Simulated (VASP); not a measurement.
# YTl (Pm-3m) in VASP: a series of runs, part 2 of 2

VASP 6.6.1. The steps go on from the part before.

## 3. Electric field gradients, LDA (26.65 Å³/atom)

This run uses another cell than the first one, of 26.65 Å³/atom.

INCAR

```
ALGO = Normal
EDIFF = 1E-8
ENCUT = 520
ISIF = 2
ISMEAR = -1
LASPH = T
LCHARG = F
LEFG = T
LREAL = F
LWAVE = F
NBANDS = 19
NELM = 60
PREC = Accurate
SIGMA = 0.08
```

KPOINTS

```
k-points
0
Gamma
  11 11 11
```

POSCAR

```
YTl
1.0
    3.7634618856      0.0000000000      0.0000000000
    0.0000000000      3.7634618856      0.0000000000
    0.0000000000      0.0000000000      3.7634618856
Y Tl
1 1
Direct
    0.5000000000      0.5000000000      0.5000000000
    0.0000000000      0.0000000000      0.0000000000
```

Potentials or basis: VASP PAW LDA potentials, release 64 (Y_sv, Tl_d).

Started as:

```console
cat potpaw_LDA.64/Y_sv/POTCAR potpaw_LDA.64/Tl_d/POTCAR > POTCAR
mpirun -np 1 vasp_std > vasp.out
```

OUTCAR:

```text
EDIFF = 1E-8
   ENCUT = 520
   ISIF = 2
   ISMEAR = -1
   LASPH = T
   LREAL = F
   NELM = 60
   PREC = Accurate

 ion  position               nearest neighbor table
   1  0.500  0.500  0.500-   2 3.26   2 3.26   2 3.26   2 3.26   2 3.26   2 3.26   2 3.26   2 3.26

   2  0.000  0.000  0.000-   1 3.26   1 3.26   1 3.26   1 3.26   1 3.26   1 3.26   1 3.26   1 3.26

  LATTYP: Found a simple cubic cell.
 ALAT       =     3.7634618856

  Lattice vectors:

 A1 = (   3.7634618856,   0.0000000000,   0.0000000000)
[... 740 lines left out ...]
  FREE ENERGIE OF THE ION-ELECTRON SYSTEM (eV)
  ---------------------------------------------------
  free  energy   TOTEN  =       -10.8815130351 eV

  energy  without entropy=      -10.8525124678  energy(sigma->0) =      -10.86701275

 Electric field gradients (V/A^2)
---------------------------------------------------------------------
 ion       V_xx      V_yy      V_zz      V_xy      V_xz      V_yz
---------------------------------------------------------------------
   1      -0.000    -0.000    -0.000     0.000    -0.000    -0.000
   2      -0.000     0.000    -0.000    -0.000    -0.000     0.000
---------------------------------------------------------------------

 Electric field gradients after diagonalization (V/A^2)
 (convention: |V_zz| > |V_xx| > |V_yy|)
----------------------------------------------------------------------
 ion       V_xx      V_yy      V_zz     asymmetry (V_yy - V_xx)/ V_zz
----------------------------------------------------------------------
   1      -0.000    -0.000    -0.000      -0.191
   2      -0.000     0.000    -0.000      -0.098
----------------------------------------------------------------------

           NMR quadrupolar parameters

 Cq : quadrupolar parameter    Cq=e*Q*V_zz/h
 eta: asymmetry parameters     (V_yy - V_xx)/ V_zz
 Q  : nuclear electric quadrupole moment in mb (millibarn)
----------------------------------------------------------------------
 ion       Cq(MHz)       eta       Q (mb)
----------------------------------------------------------------------
   1      -0.000      -0.191       1.000
   2      -0.000      -0.098       1.000
----------------------------------------------------------------------
```

OSZICAR:

```text
N       E                     dE             d eps       ncg     rms          rms(c)
DAV:   1     0.110361527483E+03    0.11036E+03   -0.12702E+04  2192   0.120E+03
DAV:   2    -0.623889226170E+01   -0.11660E+03   -0.11464E+03  2411   0.280E+02
DAV:   3    -0.112937584812E+02   -0.50549E+01   -0.49939E+01  3470   0.404E+01
DAV:   4    -0.114299031834E+02   -0.13614E+00   -0.13576E+00  2545   0.524E+00
DAV:   5    -0.114326380700E+02   -0.27349E-02   -0.27346E-02  2544   0.626E-01    0.250E+01
DAV:   6    -0.109693619035E+02    0.46328E+00   -0.53578E-01  2302   0.428E+00    0.161E+01
DAV:   7    -0.108989523313E+02    0.70410E-01   -0.60304E-01  2649   0.448E+00    0.240E+00
DAV:   8    -0.108820185677E+02    0.16934E-01   -0.10976E-01  2299   0.196E+00    0.562E-01
DAV:   9    -0.108815097452E+02    0.50882E-03   -0.45772E-03  2352   0.395E-01    0.977E-02
DAV:  10    -0.108815165140E+02   -0.67689E-05   -0.18304E-04  2456   0.105E-01    0.703E-02
DAV:  11    -0.108815131047E+02    0.34093E-05   -0.17040E-05  2435   0.300E-02    0.275E-02
DAV:  12    -0.108815130347E+02    0.69999E-07   -0.11121E-06  2442   0.692E-03    0.299E-03
DAV:  13    -0.108815130351E+02   -0.46430E-09   -0.68235E-08  2639   0.129E-03
   1 F= -.10881513E+02 E0= -.10867013E+02  d E =-.290006E-01
```

Run time: 17 s. Hardware: 1 thread of Intel Xeon 6975P-C (Granite Rapids), shared host; peak memory 0.19 GiB.

What came out:

| Quantity | Value |
| --- | --- |
| Free energy | -10.8815 eV |
| Pressure | -3.5 GPa |
| Band gap on the k mesh | zero (bands 12 and 13 overlap by 2.18 eV) |
| Largest electric field gradient by atom | zero within the noise of the run |

Levels at points of the mesh, in eV from the Fermi level:
```
           k point  band 8  band 9  band 10  band 11  band 12  band 13  band 14  band 15  band 16  band 17
(0.00, 0.00, 0.00)  -11.47  -11.47    -9.01    -0.14    -0.14     3.04     3.04     3.04     3.43     3.43
```

Caveat: the cell stands under tension; spin-orbit coupling is left out, which moves the levels of the heavy elements.

## 4. Electric field gradients, LDA (26.92 Å³/atom)

This run uses another cell than the first one, of 26.92 Å³/atom.

INCAR

```
SYSTEM = YTl
ALGO = Normal
EDIFF = 1E-8
ENCUT = 520
GGA = CA
ISIF = 2
ISMEAR = -1
LASPH = .True.
LCHARG = .False.
LEFG = .True.
LREAL = .False.
LWAVE = .False.
NBANDS = 19
NELM = 100
PREC = Accurate
SIGMA = 0.08
```

KPOINTS

```
k-points
0
Gamma
  11 11 11
  0 0 0
```

POSCAR

```
YTl
1.0
    3.7758417836      0.0000000000      0.0000000000
    0.0000000000      3.7758417836      0.0000000000
    0.0000000000      0.0000000000      3.7758417836
Y Tl
1 1
Direct
    0.5000000000      0.5000000000      0.5000000000
    0.0000000000      0.0000000000      0.0000000000
```

Potentials or basis: VASP PAW LDA potentials, release 64 (Y_sv, Tl_d).

Started as:

```console
cat potpaw_LDA.64/Y_sv/POTCAR potpaw_LDA.64/Tl_d/POTCAR > POTCAR
mpirun -np 1 vasp_std > vasp.out
```

OUTCAR:

```text
SYSTEM = YTl
   EDIFF = 1E-8
   ENCUT = 520
   GGA = CA
   ISIF = 2
   ISMEAR = -1
   LASPH = .True.
   LREAL = .False.
   NELM = 100
   PREC = Accurate

 ion  position               nearest neighbor table
   1  0.500  0.500  0.500-   2 3.27   2 3.27   2 3.27   2 3.27   2 3.27   2 3.27   2 3.27   2 3.27

   2  0.000  0.000  0.000-   1 3.27   1 3.27   1 3.27   1 3.27   1 3.27   1 3.27   1 3.27   1 3.27

  LATTYP: Found a simple cubic cell.
 ALAT       =     3.7758417836

  Lattice vectors:

 A1 = (   3.7758417836,   0.0000000000,   0.0000000000)
[... 741 lines left out ...]
  free  energy   TOTEN  =       -10.8694034211 eV

  energy  without entropy=      -10.8395479633  energy(sigma->0) =      -10.85447569

 Electric field gradients (V/A^2)
---------------------------------------------------------------------
 ion       V_xx      V_yy      V_zz      V_xy      V_xz      V_yz
---------------------------------------------------------------------
   1       0.000    -0.000    -0.000     0.000    -0.000    -0.000
   2      -0.000    -0.000    -0.000     0.000    -0.000     0.000
---------------------------------------------------------------------

 Electric field gradients after diagonalization (V/A^2)
 (convention: |V_zz| > |V_xx| > |V_yy|)
----------------------------------------------------------------------
 ion       V_xx      V_yy      V_zz     asymmetry (V_yy - V_xx)/ V_zz
----------------------------------------------------------------------
   1      -0.000    -0.000     0.000       0.289
   2      -0.000    -0.000    -0.000      -0.165
----------------------------------------------------------------------

           NMR quadrupolar parameters

 Cq : quadrupolar parameter    Cq=e*Q*V_zz/h
 eta: asymmetry parameters     (V_yy - V_xx)/ V_zz
 Q  : nuclear electric quadrupole moment in mb (millibarn)
----------------------------------------------------------------------
 ion       Cq(MHz)       eta       Q (mb)
----------------------------------------------------------------------
   1       0.000       0.289       1.000
   2      -0.000      -0.165       1.000
----------------------------------------------------------------------
```

OSZICAR:

```text
N       E                     dE             d eps       ncg     rms          rms(c)
DAV:   1     0.107245941776E+03    0.10725E+03   -0.12672E+04  2192   0.120E+03
DAV:   2    -0.641913908141E+01   -0.11367E+03   -0.11173E+03  2482   0.275E+02
DAV:   3    -0.113066029637E+02   -0.48875E+01   -0.48327E+01  3448   0.390E+01
DAV:   4    -0.114281895359E+02   -0.12159E+00   -0.12084E+00  2560   0.494E+00
DAV:   5    -0.114300481196E+02   -0.18586E-02   -0.18583E-02  2581   0.569E-01    0.247E+01
DAV:   6    -0.109577750814E+02    0.47227E+00   -0.54412E-01  2297   0.427E+00    0.159E+01
DAV:   7    -0.108871607480E+02    0.70614E-01   -0.60735E-01  2618   0.448E+00    0.245E+00
DAV:   8    -0.108700200500E+02    0.17141E-01   -0.11333E-01  2308   0.196E+00    0.586E-01
DAV:   9    -0.108694006509E+02    0.61940E-03   -0.50892E-03  2350   0.415E-01    0.103E-01
DAV:  10    -0.108694088863E+02   -0.82355E-05   -0.22124E-04  2495   0.113E-01    0.629E-02
DAV:  11    -0.108694034263E+02    0.54601E-05   -0.21737E-05  2392   0.339E-02    0.290E-02
DAV:  12    -0.108694034231E+02    0.31578E-08   -0.10172E-06  2596   0.665E-03    0.259E-03
DAV:  13    -0.108694034211E+02    0.19681E-08   -0.67812E-08  2709   0.120E-03
   1 F= -.10869403E+02 E0= -.10854476E+02  d E =-.298555E-01
```

stdout:

```text
POSCAR found type information on POSCAR Y Tl
 POSCAR found :  2 types and       2 ions
 scaLAPACK will be used
 LDA part: xc-table for (Slater(with rela. corr.)+CA(PZ))
 , standard interpolation
 POSCAR, INCAR and KPOINTS ok, starting setup
 FFT: planning ... GRIDC
 FFT: planning ... GRID_SOFT
 FFT: planning ... GRID
 WAVECAR not read
 entering main loop
ion   1

ion   2
```

Run time: 16 s. Hardware: 1 thread of Intel Xeon 6975P-C (Granite Rapids), shared host; peak memory 0.19 GiB.

Results:

- Free energy: -10.8694 eV
- Pressure: -4.0 GPa
- Band gap on the k mesh: zero (bands 12 and 13 overlap by 2.17 eV)
- Largest electric field gradient by atom: zero within the noise of the run

Levels at points of the mesh, in eV from the Fermi level:
| k point | band 9 | band 10 | band 11 | band 12 | band 13 | band 14 | band 15 | band 16 |
| --- | --- | --- | --- | --- | --- | --- | --- | --- |
| (0.00, 0.00, 0.00) | -11.46 | -8.97 | -0.14 | -0.14 | 3.01 | 3.01 | 3.01 | 3.39 |

Caveat: the cell stands under tension; spin-orbit coupling is left out, which moves the levels of the heavy elements.

## 5. Summary

| cell | gap on the mesh (eV) | pressure (GPa) |
| --- | --- | --- |
| a = 3.751 Å, 2 atoms | none | -2.9 |
| a = 3.763 Å, 2 atoms | none | -3.5 |
| a = 3.776 Å, 2 atoms | none | -4.0 |

Alike in all rows: task electric field gradients; level LDA; potentials or basis VASP PAW LDA potentials, release 64 (Y_sv, Tl_d); no spin polarisation; k mesh 11 × 11 × 11; cutoff (eV) 520; smearing fermi-dirac 0.08 eV.

Caveats: spin-orbit coupling is left out, which moves the levels of the heavy elements; the cell stands under tension (at least some runs).

Total energies depend on the potentials used, so only differences within one code and one set of settings carry meaning.
